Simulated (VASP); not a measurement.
# AlRu (WC type) (P-6m2) in VASP: a series of runs

AlRu (WC type) is run at these levels: PBE; tasks: single point.

Everything below comes from runs of VASP 6.6.1. Logs are shortened: lines on timing, memory, paths and dates and some standing lists are left out, and cuts for length are marked.

### 1 The cell of the first run

Symmetry: P-6m2, No. 187, hexagonal system. Conventional cell: a = 2.497 Å, b = 2.497 Å, c = 3.474 Å, α = 90.00°, β = 90.00°, γ = 120.00°. Within 3.0 Å of Ru (site symmetry -6m2) lie 6 Al at 2.26 Å and 6 Ru at 2.50 Å. Within 3.0 Å of Al (site symmetry -6m2) lie 6 Ru at 2.26 Å and 6 Al at 2.50 Å.

### 2 Single point, PBE

Input file INCAR:

```
SYSTEM = AlRu
ALGO     = Normal         ! electronic algorithm
EDIFF    = 1E-6           ! SCF threshold, eV
ENCUT    = 520            ! plane-wave cutoff, eV
GGA      = PE             ! functional
ISIF     = 2              ! what is computed and relaxed
ISMEAR   = -1             ! smearing method
LASPH    = .True.         ! aspherical terms in the spheres
LCHARG   = .False.        ! write CHGCAR
LREAL    = .False.        ! projectors in reciprocal space
LWAVE    = .False.        ! write WAVECAR
NBANDS   = 16             ! bands
NELM     = 60             ! most SCF steps
PREC     = Accurate       ! precision mode
SIGMA    = 0.1            ! smearing width, eV
```

Input file KPOINTS:

```
k-points
0
Gamma
  15 15 14
  0 0 0
```

Input file POSCAR:

```
AlRu
1.0
    2.4967798019      0.0000000000      0.0000000000
   -1.2483899010      2.1622747361      0.0000000000
    0.0000000000      0.0000000000      3.4735114775
Ru Al
1 1
Direct
    0.0000000000      0.0000000000      0.0000000000
    0.3333333333      0.6666666667      0.5000000000
```

Potentials or basis: VASP PAW PBE potentials, release 64 (Ru_pv, Al).

Launch:

```
$ cat potpaw_PBE.64/Ru_pv/POTCAR potpaw_PBE.64/Al/POTCAR > POTCAR
$ mpirun -np 1 vasp_std > vasp.out
```

OUTCAR:

```text
SYSTEM = AlRu
   EDIFF = 1E-6
   ENCUT = 520
   GGA = PE
   ISIF = 2
   ISMEAR = -1
   LASPH = .True.
   LREAL = .False.
   NELM = 60
   PREC = Accurate

 ion  position               nearest neighbor table
   1  0.000  0.000  0.000-   2 2.26   2 2.26   2 2.26   2 2.26   2 2.26   2 2.26
   2  0.333  0.667  0.500-   1 2.26   1 2.26   1 2.26   1 2.26   1 2.26   1 2.26

  LATTYP: Found a hexagonal cell.
 ALAT       =     2.4967798019
 C/A-ratio  =     1.3911965624

  Lattice vectors:

 A1 = (   2.4967798019,   0.0000000000,   0.0000000000)
 A2 = (  -1.2483899010,   2.1622747361,   0.0000000000)
 A3 = (   0.0000000000,   0.0000000000,   3.4735114775)

Analysis of symmetry for initial positions (statically):
=====================================================================
 Subroutine PRICEL returns:
 Original cell was already a primitive cell.

 Routine SETGRP: Setting up the symmetry group for a
 hexagonal supercell.

 Subroutine GETGRP returns: Found 12 space group operations
 (whereof 12 operations were pure point group operations)
 out of a pool of 24 trial point group operations.

The static configuration has the point symmetry D_3h.

Analysis of symmetry for dynamics (positions and initial velocities):
=====================================================================
 Subroutine PRICEL returns:
 Original cell was already a primitive cell.

 Routine SETGRP: Setting up the symmetry group for a
 hexagonal supercell.

 Subroutine GETGRP returns: Found 12 space group operations
 (whereof 12 operations were pure point group operations)
 out of a pool of 24 trial point group operations.

The dynamic configuration has the point symmetry D_3h.

 Subroutine INISYM returns: Found 12 space group operations
 (whereof 12 operations are pure point group operations),
 and found     1 'primitive' translations

----------------------------------------------------------------------------------------

                                     Primitive cell

  volume of cell :      18.7525

  direct lattice vectors                    reciprocal lattice vectors
     2.496779802  0.000000000  0.000000000     0.400515896  0.231237961  0.000000000
    -1.248389901  2.162274736  0.000000000     0.000000000  0.462475921  0.000000000
     0.000000000  0.000000000  3.473511478     0.000000000  0.000000000  0.287893104

  length of vectors
     2.496779802  2.496779802  3.473511478     0.462475921  0.462475921  0.287893104

  position of ions in fractional coordinates (direct lattice)
     0.000000000  0.000000000  0.000000000
     0.333333333  0.666666667  0.500000000

  ion indices of the primitive-cell ions
   primitive index   ion index
                 1           1
                 2           2

----------------------------------------------------------------------------------------

 KPOINTS: k-points

Automatic generation of k-mesh.
 Grid dimensions read from file:
 generate k-points for:   15   15   14

 Generating k-lattice:

  Cartesian coordinates                     Fractional coordinates (reciprocal lattice)
     0.026701060  0.015415864  0.000000000     0.066666667  0.000000000  0.000000000
     0.000000000  0.030831728  0.000000000     0.000000000  0.066666667  0.000000000
     0.000000000  0.000000000  0.020563793     0.000000000  0.000000000  0.071428571

  Length of vectors
     0.030831728  0.030831728  0.020563793

  Shift w.r.t. Gamma in fractional coordinates (k-lattice)
     0.000000000  0.000000000  0.000000000

 Subroutine IBZKPT returns following result:
 ===========================================

 Found    216 irreducible k-points:

 Following reciprocal coordinates:
            Coordinates               Weight
  0.000000  0.000000  0.000000      1.000000
  0.066667 -0.000000  0.000000      6.000000
  0.133333  0.000000  0.000000      6.000000
  0.200000 -0.000000  0.000000      6.000000
  0.266667  0.000000  0.000000      6.000000
  0.333333 -0.000000  0.000000      6.000000
[... 16 lines left out ...]
  0.333333  0.200000  0.000000     12.000000
  0.400000  0.200000  0.000000      6.000000
 [... further k-points ...]
   k-points           NKPTS =    216   k-points in BZ     NKDIM =    216   number of bands    NBANDS=     16
   number of dos      NEDOS =    301   number of ions     NIONS =      2
   total plane-waves  NPLWV =  11200
   dimension x,y,z NGX =    20 NGY =   20 NGZ =   28
   dimension x,y,z NGXF=    40 NGYF=   40 NGZF=   56
   ions per type =               1   1
   NGX,Y,Z   is equivalent  to a cutoff of  13.32, 13.32, 13.40 a.u.
   NGXF,Y,Z  is equivalent  to a cutoff of  26.63, 26.63, 26.80 a.u.
 SYSTEM =  AlRu
   PREC   = accura    normal or accurate (medium, high low for compatibility)
   ISTART =      0    job   : 0-new  1-cont  2-samecut
   ICHARG =      2    charge: 1-file 2-atom 10-const
   ISPIN  =      1    spin polarized calculation?
   LNONCOLLINEAR =      F non collinear calculations
   LSORBIT =      F    spin-orbit coupling
   LASPH  =      T    aspherical Exc in radial PAW
   ENCUT  =  520.0 eV  38.22 Ry    6.18 a.u.   4.64  4.64  6.46*2*pi/ulx,y,z
   NELM   =     60;   NELMIN=  2; NELMDL= -5     # of ELM steps
   EDIFF  = 0.1E-05   stopping-criterion for ELM
   LREAL  =      F    real-space projection
   EDIFFG = 0.1E-04   stopping-criterion for IOM
   NSW    =      0    number of steps for IOM
   IBRION =     -1    ionic relax: 0-MD 1-quasi-New 2-CG
   NFREE  =      0    steps in history (QN), initial steepest desc. (CG)
   ISIF   =      2    stress and relaxation
   ISYM   =      2    0-nonsym 1-usesym 2-fastsym
   POTIM  = 0.5000    time-step for ionic-motion
   TEBEG  =    0.0;   TEEND  =   0.0 temperature during run
   PSTRESS=    0.0 pullay stress
   NELECT =      17.0000    total number of electrons
   NUPDOWN=      -1.0000    fix difference up-down
   EMIN   =  10.00;   EMAX   =-10.00  energy-range for DOS
   EFERMI =   0.00;   METHOD = LEGACY
   ISMEAR =    -1;   SIGMA  =   0.10  broadening in eV -4-tet -1-fermi 0-gaus
   EFERMI_NEDOS =   21; number of points for ismear=-14 and -15
   IALGO  =     38    algorithm
   IMIX   =      4    mixing-type and parameters
     AMIX     =   0.40;   BMIX     =  1.00
     AMIX_MAG =   1.60;   BMIX_MAG =  1.00
  volume/ion in A,a.u.               =       9.38        63.27
  Fermi-wavevector in a.u.,A,eV,Ry     =   1.584423  2.994126 34.156022  2.510397
  Thomas-Fermi vector in A             =   2.684043
   LORBIT       =      0    0 simple, 1 ext, 2 COOP (PROOUT), +10 PAW based schemes
   GGA     = PE    functional components
[... 5 lines left out ...]
 non-spin polarized calculation
  energy-cutoff  :      520.00
  volume of cell :       18.75
 maximum number of plane-waves:       523
 NGX is ok and might be reduce to    20
   NGX =  9   NGY =  9   NGZ = 13

 number of electron      17.0000001 magnetization

 Free energy of the ion-electron system (eV)
  ---------------------------------------------------
  ext. energy  EPLUGINS =         0.00000000
  ---------------------------------------------------
  free energy    TOTEN  =        -9.99783657 eV

  energy without entropy =       -9.98059053  energy(sigma->0) =       -9.98921355

 E-fermi :  17.2673     XC(G=0): -14.4893

 val. band max:       17.2596903817   @ k =   0.0667  -0.0000   0.0714
 cond. band min:      17.2675044029   @ k =   0.0000   0.0000   0.1429
 fundamental gap:      0.0078140212
 Fermi energy:        17.2672528214

 k-point     1 :       0.0000    0.0000    0.0000
  band No.  band energies     occupation
      1     -25.6345      2.00000
      2     -24.7978      2.00000
      3     -24.7978      2.00000
      4       4.5818      2.00000
      5      10.2695      2.00000
      6      14.1372      2.00000
[... 8 lines left out ...]
     15      32.0075      0.00000
     16      37.0422      0.00000

 k-point     2 :       0.0667   -0.0000    0.0000
  band No.  band energies     occupation
      1     -25.6225      2.00000
      2     -24.8768      2.00000
      3     -24.8152      2.00000
      4       4.7377      2.00000
      5      10.4437      2.00000
      6      13.9411      2.00000
[... 8 lines left out ...]
     15      32.3689      0.00000
     16      36.4247      0.00000

 k-point     3 :       0.1333    0.0000    0.0000
  band No.  band energies     occupation
      1     -25.5884      2.00000
      2     -25.0972      2.00000
      3     -24.8643      2.00000
      4       5.1896      2.00000
      5      10.8963      2.00000
      6      13.4917      2.00000
[... 8 lines left out ...]
     15      33.2560      0.00000
     16      35.0873      0.00000

 k-point     4 :       0.2000   -0.0000    0.0000
  band No.  band energies     occupation
      1     -25.5379      2.00000
      2     -25.4140      2.00000
      3     -24.9360      2.00000
      4       5.8953      2.00000
      5      11.2862      2.00000
      6      13.2392      2.00000
[... 8 lines left out ...]
     15      33.8822      0.00000
     16      33.9565      0.00000

 k-point     5 :       0.2667    0.0000    0.0000
  band No.  band energies     occupation
      1     -25.7670      2.00000
      2     -25.4794      2.00000
      3     -25.0175      2.00000
      4       6.7939      2.00000
      5      11.1053      2.00000
      6      12.4048      2.00000
[... 8 lines left out ...]
     15      33.1146      0.00000
     16      33.9456      0.00000

 k-point     6 :       0.3333   -0.0000    0.0000
  band No.  band energies     occupation
      1     -26.0948      2.00000
      2     -25.4229      2.00000
      3     -25.0945      2.00000
      4       7.7897      2.00000
      5      10.7088      2.00000
      6      11.6137      2.00000
[... 8 lines left out ...]
     15      32.9130      0.00000
     16      33.6775      0.00000

 k-point     7 :       0.4000    0.0000    0.0000
  band No.  band energies     occupation
      1     -26.3447      2.00000
      2     -25.3784      2.00000
      3     -25.1540      2.00000
      4       8.6626      2.00000
      5      10.5658      2.00000
      6      11.0686      2.00000
[... 8 lines left out ...]
     15      33.2304      0.00000
     16      33.4653      0.00000

 k-point     8 :       0.4667   -0.0000    0.0000
  band No.  band energies     occupation
      1     -26.4793      2.00000
      2     -25.3539      2.00000
      3     -25.1864      2.00000
      4       9.0543      2.00000
      5      10.7904      2.00000
      6      10.8704      2.00000
[... 8 lines left out ...]
     15      33.3700      0.00000
     16      33.7249      0.00000

 k-point     9 :       0.0667    0.0667    0.0000
  band No.  band energies     occupation
      1     -25.5994      2.00000
      2     -25.0237      2.00000
      3     -24.8513      2.00000
      4       5.0418      2.00000
      5      10.7667      2.00000
      6      13.5901      2.00000
[... 8 lines left out ...]
     15      33.1013      0.00000
     16      35.4547      0.00000
[... 172 lines left out ...]
 k-point    19 :       0.3333    0.1333    0.0000
  band No.  band energies     occupation
      1     -26.2854      2.00000
      2     -25.3647      2.00000
      3     -25.3260      2.00000
      4       9.1548      2.00000
      5      11.0100      2.00000
      6      11.2628      2.00000
[... 8 lines left out ...]
     15      32.9323      0.00000
     16      35.4677      0.00000

 k-point    20 :       0.4000    0.1333    0.0000
  band No.  band energies     occupation
      1     -26.3934      2.00000
      2     -25.3731      2.00000
      3     -25.3423      2.00000
      4       9.6688      2.00000
      5      11.0515      2.00000
      6      11.1817      2.00000
[... 8 lines left out ...]
     15      33.5284      0.00000
     16      35.2264      0.00000

 k-point    21 :       0.2000    0.2000    0.0000
  band No.  band energies     occupation
      1     -26.0197      2.00000
      2     -25.4093      2.00000
      3     -25.2825      2.00000
      4       8.1419      2.00000
      5      11.7391      2.00000
      6      11.8382      2.00000
[... 8 lines left out ...]
     15      32.4699      0.00000
     16      37.5745      0.00000

 k-point    22 :       0.2667    0.2000    0.0000
  band No.  band energies     occupation
      1     -26.1726      2.00000
      2     -25.4311      2.00000
      3     -25.3673      2.00000
      4       9.1678      2.00000
      5      11.5320      2.00000
      6      11.5509      2.00000
[... 8 lines left out ...]
     15      32.4700      0.00000
     16      36.6470      0.00000

 k-point    23 :       0.3333    0.2000    0.0000
  band No.  band energies     occupation
      1     -26.2684      2.00000
      2     -25.5386      2.00000
      3     -25.3387      2.00000
      4      10.0408      2.00000
      5      11.3999      2.00000
      6      11.4657      2.00000
[... 8 lines left out ...]
     15      32.9092      0.00000
     16      35.4281      0.00000

 k-point    24 :       0.4000    0.2000    0.0000
  band No.  band energies     occupation
      1     -26.3008      2.00000
      2     -25.5779      2.00000
      3     -25.3286      2.00000
      4      10.3611      2.00000
      5      11.3553      2.00000
      6      11.5939      2.00000
[... 8 lines left out ...]
     15      33.4577      0.00000
     16      34.5666      0.00000

 [... further k-points ...]

------------------------ aborting loop because EDIFF is reached ----------------------------------------

  FORCE on cell =-STRESS in cart. coord.  units (eV):
  Direction    XX          YY          ZZ          XY          YZ          ZX
  --------------------------------------------------------------------------------------
  -------------------------------------------------------------------------------------
  Total       22.3687398     22.3687398     22.3609699     -0.0000000     -0.0000000     -0.0000000
  in kB     1911.1388692   1911.1388692   1910.4750229     -0.0000000     -0.0000000     -0.0000000
  external PRESSURE =    1910.9175871 kB  Pullay stress =       0.0000000 kB

 VOLUME and BASIS-vectors are now :
 -----------------------------------------------------------------------------
  energy-cutoff  :      520.00
  volume of cell :       18.75
      direct lattice vectors                 reciprocal lattice vectors
     2.496779802  0.000000000  0.000000000     0.400515896  0.231237961  0.000000000
    -1.248389901  2.162274736  0.000000000     0.000000000  0.462475921  0.000000000
     0.000000000  0.000000000  3.473511478     0.000000000  0.000000000  0.287893104

 POSITION                                       TOTAL-FORCE (eV/Angst)
 -----------------------------------------------------------------------------------
      0.00000      0.00000      0.00000        -0.000000      0.000000      0.000000
     -0.00000      1.44152      1.73676         0.000000      0.000000      0.000000
 -----------------------------------------------------------------------------------
    total drift:                                0.000000     -0.000000      0.000000

  FREE ENERGIE OF THE ION-ELECTRON SYSTEM (eV)
  ---------------------------------------------------
  free  energy   TOTEN  =        -9.9978365744 eV

  energy  without entropy=       -9.9805905265  energy(sigma->0) =       -9.98921355
```

It took 22 s on 1 thread of Intel Xeon 6975P-C (Granite Rapids), shared host; peak memory 0.18 GiB.

What came out:

```yaml
Free_energy: -9.9978 eV
Pressure: 191.1 GPa
Band_gap_on_the_k_mesh: zero (an odd number of electrons rules out a gap without spin polarisation)
```

Caveat: the cell stands under pressure.

### 3 Single point, PBE

Input file INCAR:

```
PREC     = Accurate       # precision mode
ENCUT    = 520            # plane-wave cutoff, eV
EDIFF    = 1E-6           # SCF threshold, eV
ISMEAR   = -1             # smearing method
SIGMA    = 0.1            # smearing width, eV
LREAL    = False          # projectors in reciprocal space
LASPH    = True           # aspherical terms in the spheres
NELM     = 60             # most SCF steps
ALGO     = Normal         # electronic algorithm
ISIF     = 2              # what is computed and relaxed
LWAVE    = False          # write WAVECAR
LCHARG   = True           # write CHGCAR
GGA      = PE             # functional
LELF     = True           # ELF
LVHAR    = True         
NBANDS   = 16             # bands
```

Input file KPOINTS:

```
Automatic mesh
0
Gamma
  15 15 14
```

Input file POSCAR:

```
AlRu
1.0
    2.4961752198      0.0000000000      0.0000000000
   -1.2480876099      2.1617511526      0.0000000000
    0.0000000000      0.0000000000      3.4725677299
Ru Al
1 1
Direct
    0.0000000000      0.0000000000      0.0000000000
    0.3333333333      0.6666666667      0.5000000000
```

Potentials or basis: VASP PAW PBE potentials, release 64 (Ru_pv, Al).

Launch:

```
$ cat potpaw_PBE.64/Ru_pv/POTCAR potpaw_PBE.64/Al/POTCAR > POTCAR
$ mpirun -np 1 vasp_std > vasp.out
```

It took 24 s on 1 thread of Intel Xeon 6975P-C (Granite Rapids), shared host; peak memory 0.18 GiB.

Results (log left out):

| Property | Result |
| --- | --- |
| Free energy | -9.9809 eV |
| Pressure | 191.8 GPa |
| Band gap on the k mesh | zero (an odd number of electrons rules out a gap without spin polarisation) |

Levels at points of the mesh, in eV from the Fermi level:
| k point | band 5 | band 6 | band 7 | band 8 | band 9 | band 10 | band 11 | band 12 |
| --- | --- | --- | --- | --- | --- | --- | --- | --- |
| (0.00, 0.00, 0.00) | -7.00 | -3.13 | -3.13 | 0.09 | 0.09 | 0.09 | 8.61 | 11.55 |
| (0.00, 0.00, 0.50) | -8.26 | -3.54 | -3.12 | -3.12 | -0.37 | -0.37 | 9.97 | 11.55 |

Caveat: the cell stands under pressure.
